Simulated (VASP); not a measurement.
Here is a VASP 6.6.1 calculation.

INCAR

```
ALGO = Normal ; EDIFF = 1E-6
ENCUT = 520 ; GGA = CA
ISIF = 2 ; ISMEAR = -1
LASPH = True ; LCHARG = False
LREAL = False ; LWAVE = False
NBANDS = 12 ; NELM = 80
PREC = Accurate ; SIGMA = 0.1
```

Contents of KPOINTS:

```
k-points
0
Gamma
  5 5 5
```

Contents of POSCAR:

```
Ta
1.0
   -1.6276710318      1.6276710318      1.6276710318
    1.6276710318     -1.6276710318      1.6276710318
    1.6276710318      1.6276710318     -1.6276710318
Ta
1
Direct
    0.0000000000      0.0000000000      0.0000000000
```

Potentials or basis: VASP PAW LDA potentials, release 64 (Ta_pv).

The run is started by

```bash
$ cat potpaw_LDA.64/Ta_pv/POTCAR > POTCAR
$ mpirun -np 1 vasp_std > vasp.out
```

Question: What does it give for the pressure?

Answer: 0.6 GPa.

Caveat: the k points lie up to 0.55 Å⁻¹ apart.
